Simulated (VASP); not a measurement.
Crystal: TiAl.

```
Ti Al
1.0
     3.24141    0.00000    0.00000
     0.00000    3.24141    0.00000
     0.00000    0.00000    3.24141
Ti Al
1 1
Direct
  0.00000 0.00000 0.00000
  0.50000 0.50000 0.50000
```

Base run:

- Program: VASP 6.6.1
- Functional: PBE0
- Potentials or basis: VASP PAW PBE potentials, release 64 (Ti_sv, Al)
- Cutoff: 520 eV
- k mesh: 6 × 6 × 6
- Occupations: fermi-dirac, width 0.05 eV
- Spin: no spin polarisation

Its results: band gap on the k mesh zero (an odd number of electrons rules out a gap without spin polarisation); pressure -8.6 GPa.

**Question.** The run is repeated on the same cell with these changes: k mesh from 6 × 6 × 6 to 4 × 4 × 4. What comes out?

**Answer.** Band gap on the k mesh zero (an odd number of electrons rules out a gap without spin polarisation); pressure -7.4 GPa.

Caveats: some runs use coarse meshes; the PAW data sets were made with another functional, which shifts forces and pressure a little; the cell stands under tension (at least some runs).
